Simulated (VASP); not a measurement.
A run of VASP 6.6.1 is set up as follows.

File INCAR:

```
PREC = Accurate
ENCUT = 520
EDIFF = 1E-6
ISMEAR = -1
SIGMA = 0.05
LREAL = False
LASPH = True
NELM = 100
ALGO = Normal
ISIF = 2
LWAVE = False
LCHARG = False
GGA = PE
IVDW = 12
NBANDS = 12
```

File KPOINTS:

```
regular mesh
0
Gamma
  13 13 7
```

The input POSCAR:

```
Sb
1.0
    3.1438309470      0.0000000000      0.0000000000
   -1.5719154735      2.7226374653      0.0000000000
    0.0000000000      0.0000000000      4.8712430201
Sb
2
Direct
    0.3333333333      0.6666666667      0.2500000000
    0.6666666667      0.3333333333      0.7500000000
```

Potentials or basis: VASP PAW PBE potentials, release 64 (Sb).

Launch:

```bash
$ cat potpaw_PBE.64/Sb/POTCAR > POTCAR
$ mpirun -np 1 vasp_std > vasp.out
```

Task: Predict the pressure.

Result: 25.1 GPa.

Task: Estimate the dispersion energy per atom.

Result: -0.679 eV.

Task: Estimate the band gap on the k mesh.

Result: Zero (band 5 reaches 17.37 eV, above the bottom of band 6 at 8.65 eV).

Stress tensor (GPa, compression positive):
```
25.11  0.00  0.00
 0.00 25.11  0.00
 0.00  0.00 24.95
```

Caveat: three body term missing; spin-orbit coupling is left out, which moves the levels of the heavy elements; pairwise dispersion overbinds metals, which lowers pressure and volume.
